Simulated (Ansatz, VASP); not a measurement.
## Two plane-wave programs on NaH6Os2

```
Na H Os
1.0
     0.00000    3.47586    3.47586
     3.47586    0.00000    3.47586
     3.47586    3.47586    0.00000
Na H Os
1 6 2
Direct
  0.50000 0.50000 0.50000
  0.76175 0.23825 0.23825
  0.23825 0.76175 0.76175
  0.23825 0.76175 0.23825
  0.76175 0.23825 0.76175
  0.23825 0.23825 0.76175
  0.76175 0.76175 0.23825
  0.75000 0.75000 0.75000
  0.00000 0.00000 0.00000
```

Alike in both runs: functional PBE; k mesh 4 × 4 × 4; occupations gaussian, width 0.1 eV; no spin polarisation.

Ansatz relaxed the structure, and its values are those at the end. VASP's run is a single point on that final structure, the one shown.

```csv
,VASP,Ansatz
version,VASP 6.6.1,Ansatz 0.2.0
potentials or method,"VASP PAW PBE potentials, release 64 (Na_pv, H, Os), cutoff 520 eV","scalar-relativistic, plane waves, PAW"
valence electrons in the cell,29,47
```

Ansatz gave:

* gap on the k mesh at the Fermi level (eV): none
* pressure (GPa): -0.1
* rms of the force components (eV/Å): 0.002

What did VASP give for the same quantities?

gap on the k mesh at the Fermi level (eV): none; pressure (GPa): 0.1; rms of the force components (eV/Å): 0.012.

A gap of «none» marks a metal or a gap that the smearing closes. VASP's potentials hold 29 valence electrons a cell and Ansatz's 47, so a difference there can come from the potentials and not from the codes.

The k mesh is coarse, so the values compare programs but aren't converged. Spin-orbit coupling is off throughout.
